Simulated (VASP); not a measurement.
# KRb (P4/mmm) in VASP: notebook, part 2 of 2

VASP 6.6.1.

## (3) Relaxation of cell and atoms, PBEsol

This run uses another cell than the first one, of 85.82 Å³/atom, 1.088 times its volume.

INCAR reads:

```
PREC     = Accurate       # precision mode
ENCUT    = 600            # plane-wave cutoff, eV
EDIFF    = 1E-6           # SCF threshold, eV
ISMEAR   = 0              # smearing method
SIGMA    = 0.1            # smearing width, eV
LREAL    = F              # projectors in reciprocal space
LASPH    = T              # aspherical terms in the spheres
NELM     = 100            # most SCF steps
ALGO     = Normal         # electronic algorithm
ISIF     = 3              # what is computed and relaxed
LWAVE    = F              # write WAVECAR
LCHARG   = F              # write CHGCAR
GGA      = PS             # functional
IBRION   = 2              # ionic algorithm
NSW      = 100            # ionic steps
EDIFFG   = -0.005         # ionic threshold
```

KPOINTS reads:

```
regular mesh
0
Gamma
  8 8 6
```

POSCAR reads:

```
KRb
1.0
    4.9510569443      0.0000000000      0.0000000000
    0.0000000000      4.9510569443      0.0000000000
    0.0000000000      0.0000000000      7.0018518787
K Rb
1 1
Direct
    0.0000000000      0.0000000000      0.0000000000
    0.5000000000      0.5000000000      0.5000000000
```

Potentials or basis: VASP PAW PBE potentials, release 64 (K_sv, Rb_sv).

Command:

```console
> cat potpaw_PBE.64/K_sv/POTCAR potpaw_PBE.64/Rb_sv/POTCAR > POTCAR
> mpirun -np 1 vasp_std > vasp.out
```

OUTCAR:

```text
PREC = Accurate
   ENCUT = 600
   EDIFF = 1E-6
   ISMEAR = 0
   LREAL = F
   LASPH = T
   NELM = 100
   ISIF = 3
   GGA = PS
   IBRION = 2
   NSW = 100
   EDIFFG = -0.005

 ion  position               nearest neighbor table
   1  0.000  0.000  0.000-
   2  0.500  0.500  0.500-

  LATTYP: Found a simple tetragonal cell.
 ALAT       =     4.9510569443
 C/A-ratio  =     1.4142135624

  Lattice vectors:

 A1 = (   4.9510569443,   0.0000000000,   0.0000000000)
 A2 = (   0.0000000000,   4.9510569443,   0.0000000000)
 A3 = (   0.0000000000,   0.0000000000,   7.0018518787)

Analysis of symmetry for initial positions (statically):
=====================================================================
 Subroutine PRICEL returns:
 Original cell was already a primitive cell.

 Routine SETGRP: Setting up the symmetry group for a
 simple tetragonal supercell.

 Subroutine GETGRP returns: Found 16 space group operations
 (whereof 16 operations were pure point group operations)
 out of a pool of 16 trial point group operations.

The static configuration has the point symmetry D_4h.

Analysis of symmetry for dynamics (positions and initial velocities):
=====================================================================
 Subroutine PRICEL returns:
 Original cell was already a primitive cell.

 Routine SETGRP: Setting up the symmetry group for a
 simple tetragonal supercell.

 Subroutine GETGRP returns: Found 16 space group operations
 (whereof 16 operations were pure point group operations)
 out of a pool of 16 trial point group operations.

The dynamic configuration has the point symmetry D_4h.

 Subroutine INISYM returns: Found 16 space group operations
 (whereof 16 operations are pure point group operations),
 and found     1 'primitive' translations

----------------------------------------------------------------------------------------

                                     Primitive cell

  volume of cell :     171.6361

  direct lattice vectors                    reciprocal lattice vectors
     4.951056944  0.000000000  0.000000000     0.201977075  0.000000000  0.000000000
     0.000000000  4.951056944  0.000000000     0.000000000  0.201977075  0.000000000
     0.000000000  0.000000000  7.001851879     0.000000000  0.000000000  0.142819359

  length of vectors
     4.951056944  4.951056944  7.001851879     0.201977075  0.201977075  0.142819359

  position of ions in fractional coordinates (direct lattice)
[... 8 lines left out ...]
----------------------------------------------------------------------------------------

 KPOINTS: regular mesh

Automatic generation of k-mesh.
 Grid dimensions read from file:
 generate k-points for:    8    8    6

 Generating k-lattice:

  Cartesian coordinates                     Fractional coordinates (reciprocal lattice)
     0.025247134  0.000000000  0.000000000     0.125000000  0.000000000  0.000000000
     0.000000000  0.025247134  0.000000000     0.000000000  0.125000000  0.000000000
     0.000000000  0.000000000  0.023803227     0.000000000  0.000000000  0.166666667

  Length of vectors
     0.025247134  0.025247134  0.023803227

  Shift w.r.t. Gamma in fractional coordinates (k-lattice)
[... 39 lines left out ...]
   ions per type =               1   1
   NGX,Y,Z   is equivalent  to a cutoff of  13.43, 13.43, 13.30 a.u.
   NGXF,Y,Z  is equivalent  to a cutoff of  26.86, 26.86, 26.59 a.u.
 SYSTEM =  unknown system
   PREC   = accura    normal or accurate (medium, high low for compatibility)
   ISTART =      0    job   : 0-new  1-cont  2-samecut
   ICHARG =      2    charge: 1-file 2-atom 10-const
   ISPIN  =      1    spin polarized calculation?
   LNONCOLLINEAR =      F non collinear calculations
   LSORBIT =      F    spin-orbit coupling
   LASPH  =      T    aspherical Exc in radial PAW
   ENCUT  =  600.0 eV  44.10 Ry    6.64 a.u.   9.89  9.89 13.98*2*pi/ulx,y,z
   NELM   =    100;   NELMIN=  2; NELMDL= -5     # of ELM steps
   EDIFF  = 0.1E-05   stopping-criterion for ELM
   LREAL  =      F    real-space projection
   EDIFFG = -.5E-02   stopping-criterion for IOM
   NSW    =    100    number of steps for IOM
   IBRION =      2    ionic relax: 0-MD 1-quasi-New 2-CG
   NFREE  =      1    steps in history (QN), initial steepest desc. (CG)
   ISIF   =      3    stress and relaxation
   ISYM   =      2    0-nonsym 1-usesym 2-fastsym
   POTIM  = 0.5000    time-step for ionic-motion
   TEBEG  =    0.0;   TEEND  =   0.0 temperature during run
   PSTRESS=    0.0 pullay stress
   NELECT =      18.0000    total number of electrons
   NUPDOWN=      -1.0000    fix difference up-down
   EMIN   =  10.00;   EMAX   =-10.00  energy-range for DOS
   EFERMI =   0.00;   METHOD = LEGACY
   ISMEAR =     0;   SIGMA  =   0.10  broadening in eV -4-tet -1-fermi 0-gaus
   EFERMI_NEDOS =   21; number of points for ismear=-14 and -15
   IALGO  =     38    algorithm
   IMIX   =      4    mixing-type and parameters
     AMIX     =   0.40;   BMIX     =  1.00
     AMIX_MAG =   1.60;   BMIX_MAG =  1.00
  volume/ion in A,a.u.               =      85.82       579.13
  Fermi-wavevector in a.u.,A,eV,Ry     =   0.772022  1.458909  8.109307  0.596017
  Thomas-Fermi vector in A             =   1.873564
   LORBIT       =      0    0 simple, 1 ext, 2 COOP (PROOUT), +10 PAW based schemes
   GGA     = PS    functional components
   LHFCALC =     F    Hartree Fock is set to
   AEXX    =    0.0000 exact exchange contribution
   IVDW    =     0    specifies the selected vdW correction
   LEPSILON=     F    determine dielectric tensor
   LRPA    =     F    only Hartree local field effects (RPA)
 conjugate gradient relaxation of ions
 non-spin polarized calculation
 Gauss-broadening in eV      SIGMA  =   0.10
  energy-cutoff  :      600.00
  volume of cell :      171.64
 maximum number of plane-waves:      5768
 NGX is ok and might be reduce to    40
   NGX = 19   NGY = 19   NGZ = 27

--------------------------------------- Ionic step        1  -------------------------------------------

 number of electron      17.9999999 magnetization

 Free energy of the ion-electron system (eV)
  ---------------------------------------------------
  ext. energy  EPLUGINS =         0.00000000
  ---------------------------------------------------
  free energy    TOTEN  =        -2.14268301 eV

  energy without entropy =       -2.13384726  energy(sigma->0) =       -2.13826513

------------------------ aborting loop because EDIFF is reached ----------------------------------------

  FORCE on cell =-STRESS in cart. coord.  units (eV):
  Direction    XX          YY          ZZ          XY          YZ          ZX
  --------------------------------------------------------------------------------------
  -------------------------------------------------------------------------------------
  Total       -0.2558380     -0.2558380     -0.2567414      0.0000000      0.0000000      0.0000000
  in kB       -2.3881786     -2.3881786     -2.3966116      0.0000000      0.0000000      0.0000000
  external PRESSURE =      -2.3909896 kB  Pullay stress =       0.0000000 kB
[... 95 lines left out ...]
--------------------------------------- Ionic step        4  -------------------------------------------

 number of electron      18.0000001 magnetization

 Free energy of the ion-electron system (eV)
  ---------------------------------------------------
  ext. energy  EPLUGINS =         0.00000000
  ---------------------------------------------------
  free energy    TOTEN  =        -2.15371847 eV

  energy without entropy =       -2.14511028  energy(sigma->0) =       -2.14941437

 E-fermi :  -0.0233     XC(G=0):  -5.7125

 val. band max:       -0.0404714455   @ k =   0.5000   0.0000   0.3333
 cond. band min:      -0.0225422082   @ k =   0.5000   0.0000   0.3333
 fundamental gap:      0.0179292373
 Fermi energy:        -0.0232532361

 k-point     1 :       0.0000    0.0000    0.0000
  band No.  band energies     occupation
      1     -32.0494      2.00000
      2     -28.7713      2.00000
      3     -15.5992      2.00000
      4     -15.5761      2.00000
      5     -15.5761      2.00000
      6     -12.8684      2.00000
      7     -12.8339      2.00000
      8     -12.8339      2.00000
      9      -2.1314      2.00000
     10       0.7261      0.00000
     11       1.4310      0.00000
     12       2.0198      0.00000
     13       3.9273      0.00000
[... 354 lines left out ...]
  band No.  band energies     occupation
      1     -32.0483      2.00000
      2     -28.7684      2.00000
      3     -15.6038      2.00000
      4     -15.5958      2.00000
      5     -15.5777      2.00000
      6     -12.9158      2.00000
      7     -12.8594      2.00000
      8     -12.8388      2.00000
      9      -0.1786      1.97200
     10      -0.1259      1.85331
     11       1.4649      0.00000
     12       1.6844      0.00000
     13       2.7987      0.00000

 [... further k-points ...]
[... 5 lines left out ...]
  --------------------------------------------------------------------------------------
  -------------------------------------------------------------------------------------
  Total        0.0044967      0.0044967      0.0007219      0.0000000      0.0000000     -0.0000000
  in kB        0.0457488      0.0457488      0.0073447      0.0000000      0.0000000     -0.0000000
  external PRESSURE =       0.0329474 kB  Pullay stress =       0.0000000 kB
[... 17 lines left out ...]
  FREE ENERGIE OF THE ION-ELECTRON SYSTEM (eV)
  ---------------------------------------------------
  free  energy   TOTEN  =        -2.1537184661 eV

  energy  without entropy=       -2.1451102815  energy(sigma->0) =       -2.14941437

 reached required accuracy - stopping structural energy minimisation
```

Run time: 2.2 min. Hardware: 1 thread of Intel Xeon 6975P-C (Granite Rapids), shared host; peak memory 0.41 GiB.

Results:

- Free energy: -2.1537 eV
- Relaxed volume: 78.74 Å³/atom
- Relaxed cell: a = 4.811 Å, b = 4.811 Å, c = 6.803 Å, α = 90.00°, β = 90.00°, γ = 90.00°
- Space group after relaxing (to 0.05 Å): P4/mmm (No. 123)
- Energy gained by relaxing: 5.5 meV/atom
- Ionic steps: 4
- Pressure after relaxing: 0.0 GPa
- Band gap on the k mesh: zero (band 9 reaches 1.06 eV, above the bottom of band 10 at -1.16 eV)

The path:
| step | energy change (eV) | largest force (eV/Å) | pressure (GPa) | volume (Å³) |
| --- | --- | --- | --- | --- |
| 1 | 0.0000 | 0.0000 | -0.24 | 171.64 |
| 2 | -0.0042 | 0.0000 | -0.19 | 168.47 |
| 3 | -0.0109 | 0.0000 | -0.03 | 159.22 |
| 4 | -0.0110 | 0.0000 | 0.00 | 157.48 |

Final structure:
```cif
data_structure
_symmetry_space_group_name_H-M 'P 1'
_symmetry_Int_Tables_number 1
_cell_length_a 4.8112
_cell_length_b 4.8112
_cell_length_c 6.8034
_cell_angle_alpha 90.000
_cell_angle_beta 90.000
_cell_angle_gamma 90.000
_cell_volume 157.48
loop_
_atom_site_label
_atom_site_type_symbol
_atom_site_fract_x
_atom_site_fract_y
_atom_site_fract_z
_atom_site_occupancy
K1 K 0.00000 0.00000 0.00000 1
Rb1 Rb 0.50000 0.50000 0.50000 1
```

Levels at points of the mesh, in eV from the Fermi level:
| k point | band 7 | band 8 | band 9 | band 10 | band 11 | band 12 |
| --- | --- | --- | --- | --- | --- | --- |
| (0.00, 0.00, 0.00) | -12.81 | -12.81 | -2.11 | 0.75 | 1.45 | 2.04 |
| (0.50, 0.00, 0.00) | -12.84 | -12.80 | -0.36 | -0.26 | 1.82 | 2.28 |
| (0.50, 0.50, 0.00) | -12.88 | -12.83 | 0.62 | 0.88 | 1.45 | 1.45 |
| (0.00, 0.00, 0.50) | -12.81 | -12.81 | -1.19 | -1.13 | 2.56 | 2.92 |
| (0.50, 0.00, 0.50) | -12.84 | -12.80 | 0.13 | 0.31 | 0.60 | 0.70 |
| (0.50, 0.50, 0.50) | -12.88 | -12.83 | 1.08 | 1.45 | 1.45 | 1.52 |

Caveat: the PAW data sets were made with another functional, which shifts forces and pressure a little.

## (4) Single point, PBEsol

INCAR reads:

```
SYSTEM = KRb
  PREC = Accurate
  ENCUT = 520
  EDIFF = 1E-6
  ISMEAR = 0
  SIGMA = 0.1
  LREAL = .False.
  LASPH = .True.
  NELM = 100
  ALGO = Normal
  ISIF = 2
  LWAVE = .False.
  LCHARG = .False.
  GGA = PS
  NBANDS = 16
```

KPOINTS reads:

```
Automatic mesh
0
Gamma
  10 10 6
  0 0 0
```

POSCAR reads:

```
KRb
1.0
    4.8150309916      0.0000000000      0.0000000000
    0.0000000000      4.8150309916      0.0000000000
    0.0000000000      0.0000000000      6.8071755614
K Rb
1 1
Direct
    0.0000000000      0.0000000000      0.0000000000
    0.5000000000      0.5000000000      0.5000000000
```

Command:

```console
> cat potpaw_PBE.64/K_sv/POTCAR potpaw_PBE.64/Rb_sv/POTCAR > POTCAR
> mpirun -np 1 vasp_std > vasp.out
```

Run time: 48 s. Hardware: 1 thread of Intel Xeon 6975P-C (Granite Rapids), shared host; peak memory 0.39 GiB.

The run converged. Its results:

```
Free energy            : -2.1552 eV
Pressure               : 0.0 GPa
Band gap on the k mesh : zero (band 9 reaches 1.05 eV, above the bottom of band 10 at -1.16 eV)
```

Levels at points of the mesh, in eV from the Fermi level:
```tsv
k point	band 6	band 7	band 8	band 9	band 10	band 11	band 12	band 13
(0.00, 0.00, 0.00)	-12.87	-12.83	-12.83	-2.12	0.73	1.44	2.03	3.93
(0.50, 0.00, 0.00)	-12.92	-12.86	-12.83	-0.38	-0.27	1.80	2.27	2.31
(0.50, 0.50, 0.00)	-12.91	-12.91	-12.85	0.60	0.87	1.43	1.43	2.05
(0.00, 0.00, 0.50)	-12.87	-12.83	-12.83	-1.21	-1.14	2.54	2.91	3.28
(0.50, 0.00, 0.50)	-12.92	-12.86	-12.83	0.12	0.30	0.58	0.68	3.61
(0.50, 0.50, 0.50)	-12.91	-12.91	-12.85	1.06	1.43	1.43	1.51	1.89
```

Caveat: the PAW data sets were made with another functional, which shifts forces and pressure a little.

## (5) Single point, PBEsol

This run uses another cell than the first one, of 79.28 Å³/atom, 1.005 times its volume.

INCAR reads:

```
SYSTEM = KRb
PREC = Accurate ; ENCUT = 520
EDIFF = 1E-6 ; ISMEAR = -1
SIGMA = 0.15 ; LREAL = .False.
LASPH = .True. ; NELM = 60
ALGO = Fast ; ISIF = 2
LWAVE = .False. ; LCHARG = .True.
GGA = PS ; LELF = .True.
LVHAR = .True. ; NBANDS = 16
```

KPOINTS is that of step 4.

POSCAR reads:

```
KRb
1.0
    4.8256355421      0.0000000000      0.0000000000
    0.0000000000      4.8256355421      0.0000000000
    0.0000000000      0.0000000000      6.8093836459
K Rb
1 1
Direct
    0.0000000000      0.0000000000      0.0000000000
    0.5000000000      0.5000000000      0.5000000000
```

Potentials or basis: VASP PAW PBE potentials, release 64 (K_sv, Rb_sv).

Command:

```console
> cat potpaw_PBE.64/K_sv/POTCAR potpaw_PBE.64/Rb_sv/POTCAR > POTCAR
> mpirun -np 1 vasp_std > vasp.out
```

OUTCAR:

```text
SYSTEM = KRb
   PREC = Accurate
   ENCUT = 520
   EDIFF = 1E-6
   ISMEAR = -1
   LREAL = .False.
   LASPH = .True.
   NELM = 60
   ISIF = 2
   GGA = PS

 ion  position               nearest neighbor table
   1  0.000  0.000  0.000-
   2  0.500  0.500  0.500-

  LATTYP: Found a simple tetragonal cell.
 ALAT       =     4.8256355421
 C/A-ratio  =     1.4110853558

  Lattice vectors:

 A1 = (   4.8256355421,   0.0000000000,   0.0000000000)
 A2 = (   0.0000000000,   4.8256355421,   0.0000000000)
 A3 = (   0.0000000000,   0.0000000000,   6.8093836459)

Analysis of symmetry for initial positions (statically):
=====================================================================
 Subroutine PRICEL returns:
 Original cell was already a primitive cell.

 Routine SETGRP: Setting up the symmetry group for a
 simple tetragonal supercell.

 Subroutine GETGRP returns: Found 16 space group operations
 (whereof 16 operations were pure point group operations)
 out of a pool of 16 trial point group operations.
[... 160 lines left out ...]
  free energy    TOTEN  =        -2.21287779 eV

  energy without entropy =       -2.09061867  energy(sigma->0) =       -2.15174823

 E-fermi :  -0.0378     XC(G=0):  -5.6945

 val. band max:       -0.0378742652   @ k =   0.5000   0.0000   0.3333
 cond. band min:      -0.0371769727   @ k =   0.4000   0.1000   0.5000
 fundamental gap:      0.0006972924
 Fermi energy:        -0.0378114376

 k-point     1 :       0.0000    0.0000    0.0000
  band No.  band energies     occupation
      1     -32.0653      2.00000
      2     -28.7921      2.00000
      3     -15.6148      2.00000
      4     -15.5917      2.00000
      5     -15.5917      2.00000
      6     -12.8881      2.00000
[... 433 lines left out ...]
      3     -15.6138      2.00000
      4     -15.6012      2.00000
      5     -15.5909      2.00000
      6     -12.8861      2.00000
[... 8 lines left out ...]
     15       4.0288      0.00000
     16       4.2485      0.00000

 [... further k-points ...]

------------------------ aborting loop because EDIFF is reached ----------------------------------------

  FORCE on cell =-STRESS in cart. coord.  units (eV):
  Direction    XX          YY          ZZ          XY          YZ          ZX
  --------------------------------------------------------------------------------------
  -------------------------------------------------------------------------------------
  Total       -0.0043265     -0.0043265     -0.0107805      0.0000000      0.0000000     -0.0000000
  in kB       -0.0437155     -0.0437155     -0.1089260      0.0000000      0.0000000     -0.0000000
  external PRESSURE =      -0.0654523 kB  Pullay stress =       0.0000000 kB

 VOLUME and BASIS-vectors are now :
 -----------------------------------------------------------------------------
  energy-cutoff  :      520.00
  volume of cell :      158.57
      direct lattice vectors                 reciprocal lattice vectors
     4.825635542  0.000000000  0.000000000     0.207226590  0.000000000  0.000000000
     0.000000000  4.825635542  0.000000000     0.000000000  0.207226590  0.000000000
     0.000000000  0.000000000  6.809383646     0.000000000  0.000000000  0.146856170

 POSITION                                       TOTAL-FORCE (eV/Angst)
 -----------------------------------------------------------------------------------
      0.00000      0.00000      0.00000         0.000000      0.000000      0.000000
      2.41282      2.41282      3.40469         0.000000      0.000000      0.000000
 -----------------------------------------------------------------------------------
    total drift:                                0.000000      0.000000      0.000000

  FREE ENERGIE OF THE ION-ELECTRON SYSTEM (eV)
  ---------------------------------------------------
  free  energy   TOTEN  =        -2.2128777861 eV

  energy  without entropy=       -2.0906186711  energy(sigma->0) =       -2.15174823
```

It took 2 min on 1 thread of Intel Xeon Platinum 8488C (Sapphire Rapids), shared host; peak memory 0.39 GiB.

What came out:

```yaml
Free_energy: -2.2129 eV
Pressure: 0.0 GPa
Band_gap_on_the_k_mesh: zero (band 9 reaches 1.04 eV, above the bottom of band 10 at -1.16 eV)
```

Levels at points of the mesh, in eV from the Fermi level:
```
           k point  band 6  band 7  band 8  band 9  band 10  band 11  band 12  band 13
(0.00, 0.00, 0.00)  -12.85  -12.82  -12.82   -2.10     0.76     1.45     2.04     3.94
(0.50, 0.00, 0.00)  -12.90  -12.84  -12.81   -0.36    -0.26     1.82     2.28     2.33
(0.50, 0.50, 0.00)  -12.89  -12.89  -12.83    0.62     0.88     1.44     1.44     2.06
(0.00, 0.00, 0.50)  -12.85  -12.82  -12.82   -1.18    -1.12     2.55     2.92     3.30
(0.50, 0.00, 0.50)  -12.90  -12.84  -12.81    0.13     0.31     0.60     0.69     3.63
(0.50, 0.50, 0.50)  -12.89  -12.89  -12.84    1.08     1.44     1.44     1.52     1.90
```

Caveat: the PAW data sets were made with another functional, which shifts forces and pressure a little.

## (6) Summary

```tsv
task	cell	k mesh	cutoff (eV)	smearing	gap on the mesh (eV)	pressure (GPa)
single point	a = 4.815, b = 4.815, c = 6.807 Å, 2 atoms	8 × 8 × 6	520	gaussian 0.1 eV	none	0.0
relaxation of cell and atoms	relaxed from a = 4.951, b = 4.951, c = 7.002 Å, 2 atoms	8 × 8 × 6	600	gaussian 0.1 eV	none	0.0
single point	a = 4.815, b = 4.815, c = 6.807 Å, 2 atoms	10 × 10 × 6	520	gaussian 0.1 eV	none	0.0
single point	a = 4.826, b = 4.826, c = 6.809 Å, 2 atoms	10 × 10 × 6	520	fermi-dirac 0.15 eV	none	0.0
```

Alike in all rows: level PBEsol; potentials or basis VASP PAW PBE potentials, release 64 (K_sv, Rb_sv); no spin polarisation.

Caveats: the PAW data sets were made with another functional, which shifts forces and pressure a little.

Total energies depend on the potentials used, so only differences within one code and one set of settings carry meaning.
